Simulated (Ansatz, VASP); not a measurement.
# Ga in VASP and in Ansatz

```
Ga
1.0
     2.95546    0.00000    0.13170
     0.00000    3.39210    0.00000
    -1.23990    0.00000    3.76180
Ga
2
Direct
  0.92215 0.25000 0.24492
  0.07785 0.75000 0.75508
```

Alike in both runs: task single point; functional PBEsol; k mesh 16 × 12 × 10; occupations gaussian, width 0.1 eV; no spin polarisation.

```csv
,VASP,Ansatz
version,VASP 6.6.1,Ansatz 0.2.0
potentials or method,"VASP PAW PBE potentials, release 64 (Ga_d), cutoff 520 eV","scalar-relativistic, plane waves, PAW"
valence electrons in the cell,26,26
```

|  | VASP | Ansatz | Ansatz less VASP |
| --- | --- | --- | --- |
| gap on the k mesh at the Fermi level (eV) | none | none | - |
| pressure (GPa) | -1.2 | -1.3 | -0.07 |
| traceless stress, the component that is largest in VASP (GPa) | -3.72 | -3.71 | +0.009 |
| rms of the force components (eV/Å) | 0.264 | 0.263 | -0.0009 |

VASP's potentials were made for PBE, not for PBEsol. Atom by atom the forces differ by 0.001 eV/Å (rms over components). A gap of «none» marks a metal or a gap that the smearing closes. The functional is the same, so the differences come from potentials, cutoffs and numerics.
